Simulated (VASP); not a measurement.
# Si (Fd-3m) in VASP: notebook, part 2 of 2

VASP 6.6.1. Earlier steps stand in the parts before.

## 3. Relaxation of cell and atoms, r2SCAN, target pressure 15 GPa, at which the enthalpy is minimised

The input, POSCAR:

```
Si
1.0
    2.7220733657      2.7220733657      0.0000000000
   -2.7220733657      2.7220733657      0.0000000000
    0.0000000000      2.7220733657      2.7220733657
Si
2
Direct
    0.2500000000      0.7500000000      0.5000000000
    0.0000000000      0.0000000000      0.0000000000
```

The input, INCAR.step1:

```
SYSTEM = Si
PREC = Accurate
ENCUT = 600
ISMEAR = 0
SIGMA = 0.01
LREAL = .FALSE.
LASPH = .TRUE.
NELM = 100
GGA = PE
ALGO = Normal
EDIFF = 1E-4
LWAVE = .TRUE.
LCHARG = .FALSE.
```

The input, INCAR.step2:

```
SYSTEM = Si
PREC = Accurate
ENCUT = 600
EDIFF = 1E-7
ISMEAR = 0
SIGMA = 0.01
LREAL = .FALSE.
LASPH = .TRUE.
NELM = 100
ALGO = Normal
ISIF = 3
LWAVE = .FALSE.
LCHARG = .FALSE.
METAGGA = R2SCAN
LMIXTAU = .TRUE.
IBRION = 2
NSW = 100
EDIFFG = -0.002
PSTRESS = 150.0
ISTART = 1
```

The input, KPOINTS:

```
regular mesh
0
G
  8 8 8
  0 0 0
```

Potentials or basis: VASP PAW PBE potentials, release 64 (Si).

Launch:

```sh
$ cat potpaw_PBE.64/Si/POTCAR > POTCAR
$ cp INCAR.step1 INCAR
$ mpirun -np 1 vasp_std > vasp.out
$ cp INCAR.step2 INCAR
$ mpirun -np 1 vasp_std > vasp.out
```

Wall time 2.8 min (1 thread of Intel Xeon Platinum 8259CL at 2.50GHz (Skylake/Cascade Lake), shared host); peak memory 0.18 GiB.

The run converged. Its results:

| Quantity | Value |
| --- | --- |
| Free energy | -17.3549 eV |
| Relaxed volume | 17.85 Å³/atom |
| Relaxed cell | a = 3.696 Å, b = 3.696 Å, c = 3.696 Å, α = 60.00°, β = 60.00°, γ = 90.00° |
| Space group after relaxing (to 0.05 Å) | Fd-3m (No. 227) |
| Energy change on relaxing (the enthalpy is what falls) | +96.0 meV/atom |
| Ionic steps | 8 |
| Pressure after relaxing | 15.0 GPa |
| Band gap on the k mesh | 0.61 eV, indirect (least direct gap 2.80 eV) |

The path:
```csv
step,energy change (eV),largest force (eV/Å),pressure (GPa),volume (Å³)
1,0.0000,0.0000,-0.23,40.34
2,1.2495,0.0000,50.44,30.15
3,0.1749,0.0000,14.20,35.88
4,0.1893,0.0000,14.87,35.73
5,0.1976,0.0000,15.26,35.64
6,0.1851,0.0000,14.68,35.77
7,0.1925,0.0000,15.03,35.69
8,0.1919,0.0000,15.00,35.70
```

Final structure:
```
Si
1.0
     2.61337    2.61337    0.00000
    -2.61337    2.61337    0.00000
     0.00000    2.61337    2.61337
Si
2
Cartesian
  -1.3067 3.9201 1.3067
  2.6134 5.2267 2.6134
```

Levels at points of the mesh, in eV from the valence-band top:
| k point | band 2 | band 3 | band 4 | band 5 | band 6 | band 7 |
| --- | --- | --- | --- | --- | --- | --- |
| (0.00, 0.00, 0.00) | 0.00 | 0.00 | 0.00 | 2.80 | 2.80 | 2.80 |
| (0.50, 0.00, 0.00) | -7.87 | -1.38 | -1.38 | 2.33 | 3.51 | 3.51 |
| (0.50, 0.50, 0.00) | -8.57 | -3.34 | -3.34 | 0.67 | 0.67 | 11.97 |

Caveat: the cell is relaxed towards a set pressure, so the enthalpy falls and the energy may rise; the PAW data sets were made with another functional, which shifts forces and pressure a little. A k mesh can miss the band edges.

## 4. Single point, r2SCAN

This run uses another cell than the first one, of 17.88 Å³/atom, 0.887 times its volume.

The input, POSCAR:

```
Si
1.0
    2.6149742553      2.6149742553      0.0000000000
   -2.6149742553      2.6149742553      0.0000000000
    0.0000000000      2.6149742553      2.6149742553
Si
2
Direct
    0.2500000000      0.7500000000      0.5000000000
    0.0000000000      0.0000000000      0.0000000000
```

The input, INCAR.step1:

```
SYSTEM = Si
PREC     = Accurate       ! precision mode
ENCUT    = 520            ! plane-wave cutoff, eV
ISMEAR   = 0              ! smearing method
SIGMA    = 0.01           ! smearing width, eV
LREAL    = .False.        ! projectors in reciprocal space
LASPH    = .True.         ! aspherical terms in the spheres
NELM     = 60             ! most SCF steps
NBANDS   = 11             ! bands
GGA      = PE             ! functional
ALGO     = Normal         ! electronic algorithm
EDIFF    = 1E-4           ! SCF threshold, eV
LWAVE    = .True.         ! write WAVECAR
LCHARG   = .False.        ! write CHGCAR
```

The input, INCAR.step2:

```
SYSTEM = Si
PREC     = Accurate       ! precision mode
ENCUT    = 520            ! plane-wave cutoff, eV
EDIFF    = 1E-7           ! SCF threshold, eV
ISMEAR   = 0              ! smearing method
SIGMA    = 0.01           ! smearing width, eV
LREAL    = .False.        ! projectors in reciprocal space
LASPH    = .True.         ! aspherical terms in the spheres
NELM     = 60             ! most SCF steps
ALGO     = Normal         ! electronic algorithm
ISIF     = 2              ! what is computed and relaxed
LWAVE    = .False.        ! write WAVECAR
LCHARG   = .True.         ! write CHGCAR
METAGGA  = R2SCAN         ! meta-GGA
LMIXTAU  = .True.       
LELF     = .True.         ! ELF
LVHAR    = .True.       
NBANDS   = 11             ! bands
ISTART   = 1
```

The input, KPOINTS:

```
regular mesh
0
Gamma
  8 8 8
  0 0 0
```

Launch:

```sh
$ cat potpaw_PBE.64/Si/POTCAR > POTCAR
$ cp INCAR.step1 INCAR
$ mpirun -np 1 vasp_std > vasp.out
$ cp INCAR.step2 INCAR
$ mpirun -np 1 vasp_std > vasp.out
```

Run time: 47 s. Hardware: 1 thread of Intel Xeon 6975P-C, shared host; peak memory 0.15 GiB.

Results (log left out):

| Quantity | Value |
| --- | --- |
| Free energy | -17.3612 eV |
| Pressure | 14.7 GPa |
| Band gap on the k mesh | 0.62 eV, indirect (least direct gap 2.80 eV) |

Levels at points of the mesh, in eV from the valence-band top:
```
           k point  band 1  band 2  band 3  band 4  band 5  band 6  band 7  band 8  band 9
(0.00, 0.00, 0.00)  -13.37    0.00    0.00    0.00    2.80    2.80    2.80    5.44    8.17
(0.50, 0.00, 0.00)  -10.61   -7.86   -1.38   -1.38    2.32    3.51    3.51    8.52   11.47
(0.50, 0.50, 0.00)   -8.57   -8.57   -3.33   -3.33    0.68    0.68   11.95   11.95   12.00
```

Caveat: the PAW data sets were made with another functional, which shifts forces and pressure a little.

## 5. Single point, r2SCAN

This run uses another cell than the first one, of 18.50 Å³/atom, 0.917 times its volume.

The input, POSCAR:

```
Si
1.0
    2.6448091843      2.6448091843      0.0000000000
   -2.6448091843      2.6448091843      0.0000000000
    0.0000000000      2.6448091843      2.6448091843
Si
2
Direct
    0.2500000000      0.7500000000      0.5000000000
    0.0000000000      0.0000000000      0.0000000000
```

The input, INCAR.step1:

```
SYSTEM = Si
PREC     = Accurate       ! precision mode
ENCUT    = 520            ! plane-wave cutoff, eV
ISMEAR   = 0              ! smearing method
SIGMA    = 0.01           ! smearing width, eV
LREAL    = .FALSE.        ! projectors in reciprocal space
LASPH    = .TRUE.         ! aspherical terms in the spheres
NELM     = 100            ! most SCF steps
NBANDS   = 11             ! bands
GGA      = PE             ! functional
ALGO     = Normal         ! electronic algorithm
EDIFF    = 1E-4           ! SCF threshold, eV
LWAVE    = .TRUE.         ! write WAVECAR
LCHARG   = .FALSE.        ! write CHGCAR
```

The input, INCAR.step2:

```
SYSTEM = Si
PREC     = Accurate       ! precision mode
ENCUT    = 520            ! plane-wave cutoff, eV
EDIFF    = 1E-7           ! SCF threshold, eV
ISMEAR   = 0              ! smearing method
SIGMA    = 0.01           ! smearing width, eV
LREAL    = .FALSE.        ! projectors in reciprocal space
LASPH    = .TRUE.         ! aspherical terms in the spheres
NELM     = 100            ! most SCF steps
ALGO     = Normal         ! electronic algorithm
ISIF     = 2              ! what is computed and relaxed
LWAVE    = .FALSE.        ! write WAVECAR
LCHARG   = .FALSE.        ! write CHGCAR
METAGGA  = R2SCAN         ! meta-GGA
LMIXTAU  = .TRUE.       
NBANDS   = 11             ! bands
ISTART   = 1
```

The input, KPOINTS:

```
regular mesh
0
G
  8 8 8
  0 0 0
```

Launch:

```sh
$ cat potpaw_PBE.64/Si/POTCAR > POTCAR
$ cp INCAR.step1 INCAR
$ mpirun -np 1 vasp_std > vasp.out
$ cp INCAR.step2 INCAR
$ mpirun -np 1 vasp_std > vasp.out
```

Run time: 42 s. Hardware: 1 thread of Intel Xeon 6975P-C, shared host; peak memory 0.15 GiB.

It converged, with:

| Quantity | Value |
| --- | --- |
| Free energy | -17.4552 eV |
| Pressure | 9.8 GPa |
| Band gap on the k mesh | 0.68 eV, indirect (least direct gap 2.79 eV) |

Levels at points of the mesh, in eV from the valence-band top:
| k point | band 2 | band 3 | band 4 | band 5 | band 6 | band 7 |
| --- | --- | --- | --- | --- | --- | --- |
| (0.00, 0.00, 0.00) | 0.00 | 0.00 | 0.00 | 2.79 | 2.79 | 2.79 |
| (0.50, 0.00, 0.00) | -7.67 | -1.35 | -1.35 | 2.19 | 3.54 | 3.54 |
| (0.50, 0.50, 0.00) | -8.44 | -3.23 | -3.23 | 0.76 | 0.76 | 11.62 |

Caveat: the PAW data sets were made with another functional, which shifts forces and pressure a little. r2SCAN opens gaps a little over a GGA but as a rule still falls short of measured ones.

## 6. Summary

| task | cell | cutoff (eV) | gap on the mesh (eV) | pressure (GPa) |
| --- | --- | --- | --- | --- |
| relaxation of cell and atoms | relaxed to 10 GPa from a = 3.850 Å, angles 60.0, 60.0, 90.0°, 2 atoms | 600 | 0.68 | 10.0 |
| relaxation of cell and atoms | relaxed to 15 GPa from a = 3.850 Å, angles 60.0, 60.0, 90.0°, 2 atoms | 600 | 0.61 | 15.0 |
| single point | a = 3.698 Å, angles 60.0, 60.0, 90.0°, 2 atoms | 520 | 0.62 | 14.7 |
| single point | a = 3.740 Å, angles 60.0, 60.0, 90.0°, 2 atoms | 520 | 0.68 | 9.8 |

Alike in all rows: level r2SCAN; potentials or basis VASP PAW PBE potentials, release 64 (Si); no spin polarisation; k mesh 8 × 8 × 8; smearing gaussian 0.01 eV.

Caveats: the PAW data sets were made with another functional, which shifts forces and pressure a little; the cell is relaxed towards a set pressure, so the enthalpy falls and the energy may rise (some runs).

Absolute energies hang on the potentials; compare differences alone.
